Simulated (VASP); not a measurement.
## TaN: single point with PBE

Crystal: TaN.

```
Ta N
1.0
     0.00000    2.17900    2.17900
     2.17900    0.00000    2.17900
     2.17900    2.17900    0.00000
Ta N
1 1
Direct
  0.50000 0.50000 0.50000
  0.00000 0.00000 0.00000
```

```yaml
Program: VASP 6.6.1
Task: single point
Functional: PBE
Potentials_or_basis: VASP PAW PBE potentials, release 64 (Ta_pv, N)
Cutoff: 600 eV
k_mesh: 7 × 7 × 7
Occupations: methfessel-paxton, width 0.05 eV
Spin: no spin polarisation
Dipole_correction: no
Further_INCAR_settings: ALGO = Normal; EDIFF = 1e-06; NBANDS = 15
```

```yaml
Pressure: 15.3 GPa
Band_gap_on_the_k_mesh: zero (band 8 reaches 11.25 eV, above the bottom of band 9 at 7.65 eV)
```

Levels at points of the mesh, in eV from the Fermi level:
```tsv
k point	band 5	band 6	band 7	band 8	band 9	band 10	band 11	band 12
(0.00, 0.00, 0.00)	-3.85	-3.85	-3.85	-2.20	-2.20	-2.20	0.05	0.05
```

It took 12 s on 1 thread of AMD EPYC 7R13, on a shared host, peak memory 0.13 GiB.

Caveat: spin-orbit coupling is left out, which moves the levels of the heavy elements.
